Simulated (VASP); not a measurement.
# Mo6F in VASP: notebook, part 2 of 2

VASP 6.6.1.

## (3) Single point, PBE

Input file INCAR:

```
PREC = Accurate ; ENCUT = 520
EDIFF = 1E-6 ; ISMEAR = 0
SIGMA = 0.1 ; LREAL = F
LASPH = T ; NELM = 60
ALGO = Normal ; ISIF = 2
LWAVE = F ; LCHARG = F
LDIPOL = T ; IDIPOL = 3
DIPOL = 0.5 0.5 0.337 ; GGA = PE
NBANDS = 54
```

Input file KPOINTS:

```
Automatic mesh
0
Gamma
  6 6 1
```

Input file POSCAR:

```
Mo6F
1.0
    4.4695765307      0.0000000000      0.0000000000
   -2.2347882654      3.8707668198      0.0000000000
    0.0000000000      0.0000000000     19.7595667302
Mo F
6 1
Direct
    0.6666666667      0.3333333333      0.2024335885
    0.3333333333      0.6666666667      0.2486060831
    0.0000000000      0.0000000000      0.2947785778
    0.6666666667      0.3333333333      0.3368821123
    0.3333333333      0.6666666667      0.3779725567
    0.0000000000      0.0000000000      0.4180034331
    0.1111111111      0.4444444444      0.4794602883
```

Potentials or basis: VASP PAW PBE potentials, release 64 (Mo_sv, F).

Launch:

```sh
cat potpaw_PBE.64/Mo_sv/POTCAR potpaw_PBE.64/F/POTCAR > POTCAR
mpirun -np 1 vasp_std > vasp.out
```

OUTCAR:

```text
PREC = Accurate
   ENCUT = 520
   EDIFF = 1E-6
   ISMEAR = 0
   LREAL = F
   LASPH = T
   NELM = 60
   ISIF = 2
   GGA = PE

 ion  position               nearest neighbor table
   1  0.667  0.333  0.202-   4 2.66   2 2.74   2 2.74   2 2.74   3 3.16   3 3.16   3 3.16
   2  0.333  0.667  0.249-   5 2.56   1 2.74   1 2.74   3 2.74   1 2.74   3 2.74   3 2.74   4 3.11
                             4 3.11   4 3.11
   3  0.000  0.000  0.295-   6 2.43   4 2.71   4 2.71   4 2.71   2 2.74   2 2.74   2 2.74   5 3.06
                             5 3.06   5 3.06   1 3.16   1 3.16   1 3.16
   4  0.667  0.333  0.337-   1 2.66   5 2.71   5 2.71   5 2.71   3 2.71   3 2.71   3 2.71   6 3.04
                             6 3.04   6 3.04   2 3.11   2 3.11   2 3.11
   5  0.333  0.667  0.378-   7 2.24   2 2.56   6 2.70   6 2.70   6 2.70   4 2.71   4 2.71   4 2.71
                             3 3.06   3 3.06   3 3.06
   6  0.000  0.000  0.418-   7 2.16   3 2.43   5 2.70   5 2.70   5 2.70   4 3.04   4 3.04   4 3.04

   7  0.111  0.444  0.479-   6 2.16   5 2.24

  LATTYP: Found a hexagonal cell.
 ALAT       =     4.4695765307
 C/A-ratio  =     4.4209035452

  Lattice vectors:

 A1 = (   4.4695765307,   0.0000000000,   0.0000000000)
 A2 = (  -2.2347882654,   3.8707668198,   0.0000000000)
 A3 = (   0.0000000000,   0.0000000000,  19.7595667302)

Analysis of symmetry for initial positions (statically):
=====================================================================
 Subroutine PRICEL returns:
 Original cell was already a primitive cell.

 Routine SETGRP: Setting up the symmetry group for a
 hexagonal supercell.

 Subroutine GETGRP returns: Found  1 space group operations
 (whereof  1 operations were pure point group operations)
 out of a pool of 24 trial point group operations.

The static configuration has the point symmetry C_1 .

Analysis of symmetry for dynamics (positions and initial velocities):
=====================================================================
 Subroutine PRICEL returns:
 Original cell was already a primitive cell.

 Routine SETGRP: Setting up the symmetry group for a
 hexagonal supercell.

 Subroutine GETGRP returns: Found  1 space group operations
 (whereof  1 operations were pure point group operations)
 out of a pool of 24 trial point group operations.

The dynamic configuration has the point symmetry C_1 .

 Subroutine INISYM returns: Found  1 space group operations
 (whereof  1 operations are pure point group operations),
 and found     1 'primitive' translations

----------------------------------------------------------------------------------------

                                     Primitive cell

  volume of cell :     341.8541

  direct lattice vectors                    reciprocal lattice vectors
     4.469576531  0.000000000  0.000000000     0.223734842  0.129173371  0.000000000
    -2.234788265  3.870766820  0.000000000     0.000000000  0.258346743  0.000000000
     0.000000000  0.000000000 19.759566730     0.000000000  0.000000000  0.050608397

  length of vectors
     4.469576531  4.469576531 19.759566730     0.258346743  0.258346743  0.050608397
[... 67 lines left out ...]
  0.333333  0.333333  0.000000      2.000000
   k-points           NKPTS =     20   k-points in BZ     NKDIM =     20   number of bands    NBANDS=     54
   number of dos      NEDOS =    301   number of ions     NIONS =      7
   total plane-waves  NPLWV = 194400
   dimension x,y,z NGX =    36 NGY =   36 NGZ =  150
   dimension x,y,z NGXF=    72 NGYF=   72 NGZF=  300
   ions per type =               6   1
   NGX,Y,Z   is equivalent  to a cutoff of  13.39, 13.39, 12.62 a.u.
   NGXF,Y,Z  is equivalent  to a cutoff of  26.78, 26.78, 25.24 a.u.
 SYSTEM =  unknown system
   PREC   = accura    normal or accurate (medium, high low for compatibility)
   ISTART =      0    job   : 0-new  1-cont  2-samecut
   ICHARG =      2    charge: 1-file 2-atom 10-const
   ISPIN  =      1    spin polarized calculation?
   LNONCOLLINEAR =      F non collinear calculations
   LSORBIT =      F    spin-orbit coupling
   LASPH  =      T    aspherical Exc in radial PAW
   ENCUT  =  520.0 eV  38.22 Ry    6.18 a.u.   8.31  8.31 36.74*2*pi/ulx,y,z
   NELM   =     60;   NELMIN=  2; NELMDL= -5     # of ELM steps
   EDIFF  = 0.1E-05   stopping-criterion for ELM
   LREAL  =      F    real-space projection
   EDIFFG = 0.1E-04   stopping-criterion for IOM
   NSW    =      0    number of steps for IOM
   IBRION =     -1    ionic relax: 0-MD 1-quasi-New 2-CG
   NFREE  =      0    steps in history (QN), initial steepest desc. (CG)
   ISIF   =      2    stress and relaxation
   ISYM   =      2    0-nonsym 1-usesym 2-fastsym
   POTIM  = 0.5000    time-step for ionic-motion
   TEBEG  =    0.0;   TEEND  =   0.0 temperature during run
   PSTRESS=    0.0 pullay stress
   NELECT =      91.0000    total number of electrons
   NUPDOWN=      -1.0000    fix difference up-down
   EMIN   =  10.00;   EMAX   =-10.00  energy-range for DOS
   EFERMI =   0.00;   METHOD = LEGACY
   ISMEAR =     0;   SIGMA  =   0.10  broadening in eV -4-tet -1-fermi 0-gaus
   EFERMI_NEDOS =   21; number of points for ismear=-14 and -15
   IALGO  =     38    algorithm
   IMIX   =      4    mixing-type and parameters
     AMIX     =   0.40;   BMIX     =  1.00
     AMIX_MAG =   1.60;   BMIX_MAG =  1.00
  volume/ion in A,a.u.               =      48.84       329.56
  Fermi-wavevector in a.u.,A,eV,Ry     =   1.053113  1.990095 15.089504  1.109047
  Thomas-Fermi vector in A             =   2.188222
   LORBIT       =      0    0 simple, 1 ext, 2 COOP (PROOUT), +10 PAW based schemes
   GGA     = PE    functional components
   LHFCALC =     F    Hartree Fock is set to
   AEXX    =    0.0000 exact exchange contribution
   IVDW    =     0    specifies the selected vdW correction
   LEPSILON=     F    determine dielectric tensor
   LRPA    =     F    only Hartree local field effects (RPA)
 non-spin polarized calculation
 Gauss-broadening in eV      SIGMA  =   0.10
  energy-cutoff  :      520.00
  volume of cell :      341.85
 maximum number of plane-waves:      9223
 NGX is ok and might be reduce to    36
   NGX = 17   NGY = 17   NGZ = 73

 dipolmoment           0.000000      0.000000     -0.446414 electrons x Angstroem

 number of electron      91.0000013 magnetization

 dipolmoment           0.000000      0.000000      0.116342 electrons x Angstroem

 Free energy of the ion-electron system (eV)
  ---------------------------------------------------
  ext. energy  EPLUGINS =         0.00000000
  ---------------------------------------------------
  free energy    TOTEN  =       -64.54699502 eV

  energy without entropy =      -64.50414602  energy(sigma->0) =      -64.52557052

 E-fermi :   0.6516     XC(G=0):  -4.9615

 val. band max:        0.6489946111   @ k =  -0.1667   0.5000   0.0000
 cond. band min:       0.6835628524   @ k =   0.0000   0.5000   0.0000
 fundamental gap:      0.0345682413
 Fermi energy:         0.6516324902

 k-point     1 :       0.0000    0.0000    0.0000
  band No.  band energies     occupation
      1     -60.5406      2.00000
      2     -60.3166      2.00000
      3     -60.2386      2.00000
      4     -60.2023      2.00000
      5     -60.1052      2.00000
      6     -60.0034      2.00000
[... 1129 lines left out ...]
     53       2.1647      0.00000
     54       2.3542      0.00000

------------------------ aborting loop because EDIFF is reached ----------------------------------------

 vacuum level on the upper side and lower side of the slab       (xc-potential included)         0.584        -0.654

  FORCE on cell =-STRESS in cart. coord.  units (eV):
  Direction    XX          YY          ZZ          XY          YZ          ZX
  --------------------------------------------------------------------------------------
  -------------------------------------------------------------------------------------
  Total       -5.2601995     -5.1067784     -0.8258435      0.1157374      0.4363371      0.8924799
  in kB      -24.6531258    -23.9340828     -3.8705041      0.5424299      2.0449936      4.1828109
  external PRESSURE =     -17.4859043 kB  Pullay stress =       0.0000000 kB

 VOLUME and BASIS-vectors are now :
 -----------------------------------------------------------------------------
  energy-cutoff  :      520.00
  volume of cell :      341.85
      direct lattice vectors                 reciprocal lattice vectors
     4.469576531  0.000000000  0.000000000     0.223734842  0.129173371  0.000000000
    -2.234788265  3.870766820  0.000000000     0.000000000  0.258346743  0.000000000
     0.000000000  0.000000000 19.759566730     0.000000000  0.000000000  0.050608397

 POSITION                                       TOTAL-FORCE (eV/Angst)
 -----------------------------------------------------------------------------------
      2.23479      1.29026      4.00000        -0.005699     -0.025168      1.690239
     -0.00000      2.58051      4.91235        -0.010432      0.033957     -0.753457
      0.00000      0.00000      5.82470        -0.029802     -0.010906     -1.231807
      2.23479      1.29026      6.65664        -0.042628     -0.313576     -0.881422
     -0.00000      2.58051      7.46857        -0.114339     -0.173271      0.699630
      0.00000      0.00000      8.25957        -0.293030      0.672525      0.423451
     -0.49662      1.72034      9.47393         0.495931     -0.183562      0.053367
 -----------------------------------------------------------------------------------
    total drift:                               -0.000019      0.000046     -0.000726

  FREE ENERGIE OF THE ION-ELECTRON SYSTEM (eV)
  ---------------------------------------------------
  free  energy   TOTEN  =       -64.5469950202 eV

  energy  without entropy=      -64.5041460166  energy(sigma->0) =      -64.52557052

 vacuum level on the upper side and lower side of the slab         5.388         4.099
```

Run time: 7.8 min. Hardware: 1 thread of Intel Xeon 6975P-C (Granite Rapids), shared host; peak memory 0.62 GiB.

What came out:

```yaml
Free_energy: -64.5470 eV
Largest_force: 1.690 eV/Å
Band_gap_on_the_k_mesh: zero (an odd number of electrons rules out a gap without spin polarisation)
```

Forces in eV/Å, atoms in the order of the input:
```
Mo  -0.006 -0.025  1.690
Mo  -0.010  0.034 -0.753
Mo  -0.030 -0.011 -1.232
Mo  -0.043 -0.314 -0.881
Mo  -0.114 -0.173  0.700
Mo  -0.293  0.673  0.423
F    0.496 -0.184  0.053
```

## (4) Single point, PBE

Input file INCAR:

```
SYSTEM = Mo6F
PREC = Accurate
ENCUT = 520
EDIFF = 1E-6
ISMEAR = 0
SIGMA = 0.1
LREAL = .False.
LASPH = .True.
NELM = 100
ALGO = Normal
ISIF = 2
LWAVE = .False.
LCHARG = .True.
LDIPOL = .True.
IDIPOL = 3
DIPOL = 0.5 0.5 0.337
GGA = PE
LELF = .True.
LVHAR = .True.
LVACPOTAV = .True.
NBANDS = 54
```

Input file KPOINTS:

```
regular mesh
0
Gamma
  6 6 1
  0 0 0
```

POSCAR: that of step 3 with these lines changed.

```diff
@@ -14,2 +14,2 @@
     0.0000000000      0.0000000000      0.4180034331
-    0.1111111111      0.4444444444      0.4794602883
+    0.4444444444      0.1111111111      0.4786658136
```

Launch:

```sh
cat potpaw_PBE.64/Mo_sv/POTCAR potpaw_PBE.64/F/POTCAR > POTCAR
mpirun -np 1 vasp_std > vasp.out
```

It took 8.1 min on 1 thread of Intel Xeon 6975P-C (Granite Rapids), shared host; peak memory 0.63 GiB.

It converged, with:

* Free energy: -64.0053 eV
* Largest force: 1.709 eV/Å
* Band gap on the k mesh: zero (an odd number of electrons rules out a gap without spin polarisation)

Forces on the atoms (eV/Å):
```
Mo   0.035  0.063  1.708
Mo  -0.015 -0.058 -0.306
Mo   0.053  0.051 -1.357
Mo  -0.042  0.106 -0.798
Mo  -0.178  0.290  0.008
Mo   0.719  0.249  0.705
F   -0.572 -0.701  0.040
```

Levels at points of the mesh, in eV from the Fermi level:
```csv
k point,band 42,band 43,band 44,band 45,band 46,band 47,band 48,band 49
"(0.00, 0.00, 0.00)",-1.23,-1.22,-1.15,-0.91,-0.54,0.28,1.15,1.18
"(0.50, 0.00, 0.00)",-1.38,-1.14,-0.43,-0.04,0.02,0.22,0.53,0.84
"(0.00, 0.50, 0.00)",-1.34,-1.03,-0.31,-0.06,0.01,0.11,0.38,1.02
"(0.50, 0.50, 0.00)",-1.37,-1.26,-0.52,-0.12,0.04,0.11,0.57,1.13
```

## (5) The runs side by side

| cell | gap on the mesh (eV) | largest force (eV/Å) |
| --- | --- | --- |
| as given, atomic positions A | none | 1.86 |
| as given, atomic positions B | none | 1.69 |
| as given, atomic positions C | none | 1.71 |

Alike in all rows: task single point; level PBE; potentials or basis VASP PAW PBE potentials, release 64 (Mo_sv, F); no spin polarisation; k mesh 6 × 6 × 1; cutoff (eV) 520; smearing gaussian 0.1 eV.

Total energies depend on the potentials used, so only differences within one code and one set of settings carry meaning.

The gap in the log of VASP goes by the Fermi energy; the results here count the filled bands.